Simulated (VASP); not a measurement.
Input of a VASP 6.6.1 run:

File POSCAR:

```
InP
1.0
    3.8532866883      0.0000000000      0.0000000000
   -1.9266433442      3.3370441601      0.0000000000
    0.0000000000      0.0000000000      6.5534407621
In P
2 2
Direct
    0.0000000000      0.0000000000      0.0000000000
    0.0000000000      0.0000000000      0.5000000000
    0.3333333333      0.6666666667      0.2500000000
    0.6666666667      0.3333333333      0.7500000000
```

INCAR.step1

```
SYSTEM = InP
ALGO = Normal
EDIFF = 1E-4
ENCUT = 520
GGA = PE
ISMEAR = -1
LASPH = .TRUE.
LCHARG = .FALSE.
LREAL = .FALSE.
LWAVE = .TRUE.
NBANDS = 26
NELM = 80
PREC = Accurate
SIGMA = 0.02
```

The input INCAR.step2:

```
SYSTEM = InP
ALGO = Normal
EDIFF = 1E-6
ENCUT = 520
ISIF = 2
ISMEAR = -1
ISTART = 1
LASPH = .TRUE.
LCHARG = .TRUE.
LELF = .TRUE.
LMIXTAU = .TRUE.
LREAL = .FALSE.
LVHAR = .TRUE.
LWAVE = .FALSE.
METAGGA = R2SCAN
NBANDS = 26
NELM = 80
PREC = Accurate
SIGMA = 0.02
```

KPOINTS

```
k-points
0
G
  12 12 4
  0 0 0
```

Potentials or basis: VASP PAW PBE potentials, release 64 (In_d, P).

Run with:

```console
$ cat potpaw_PBE.64/In_d/POTCAR potpaw_PBE.64/P/POTCAR > POTCAR
$ cp INCAR.step1 INCAR
$ mpirun -np 1 vasp_std > vasp.out
$ cp INCAR.step2 INCAR
$ mpirun -np 1 vasp_std > vasp.out
```

Question: Estimate the pressure.

Answer: 0.0 GPa.

Question: Predict the band gap on the k mesh.

Answer: Zero (bands 18 and 19 overlap by 2.58 eV).

Caveat: the PAW data sets were made with another functional, which shifts forces and pressure a little; spin-orbit coupling is left out, which moves the levels of the heavy elements.
